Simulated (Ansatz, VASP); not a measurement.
Ir in VASP and in Ansatz

Contents of INCAR:

```
ALGO = Normal ; EDIFF = 1E-6
ENCUT = 500 ; GGA = PE
GGA_COMPAT = False ; ISIF = 2
ISMEAR = 1 ; LASPH = True
LCHARG = False ; LREAL = False
LWAVE = False ; NBANDS = 10
NELM = 120 ; PREC = Accurate
SIGMA = 0.15
```

KPOINTS

```
k-points
0
Gamma
  18 18 18
```

The input POSCAR:

```
Ir
1.0
    0.0000000000      1.9197000000      1.9197000000
    1.9197000000      0.0000000000      1.9197000000
    1.9197000000      1.9197000000      0.0000000000
Ir
1
Direct
    0.0000000000      0.0000000000      0.0000000000
```

Input for Ansatz:

```yaml
crystal:
  lattice:
    - [0.0, 1.9197, 1.9197]
    - [1.9197, 0.0, 1.9197]
    - [1.9197, 1.9197, 0.0]
  atoms:
    - { symbol: Ir, position: [0.0, 0.0, 0.0] }
kpoints:
  mp_grid: { grid: [18, 18, 18] }
scf:
  occupations: { method: cold, width: 0.15 }
hamiltonian:
  xc: pbe
  pseudopotentials: { kind: all_electron, lapw: { basis_error: 0.0005 } }
output:
  forces: true
  stress: true
  eigenvalues: true
```

Alike in both runs: task single point; functional PBE; k mesh 18 × 18 × 18; no spin polarisation.

```csv
,VASP,Ansatz
version,VASP 6.6.1,Ansatz 0.2.0
potentials or method,"VASP PAW PBE potentials, release 64 (Ir), cutoff 500 eV","all-electron LAPW, scalar-relativistic"
occupations,"methfessel-paxton of order 1, width 0.15 eV","cold, width 0.15 eV"
```

|  | VASP | Ansatz | Ansatz less VASP |
| --- | --- | --- | --- |
| pressure (GPa) | 9.5 | 8.9 | -0.61 |

Ansatz ran all-electron here, and VASP with PAW potentials.

Spin-orbit coupling is off throughout.
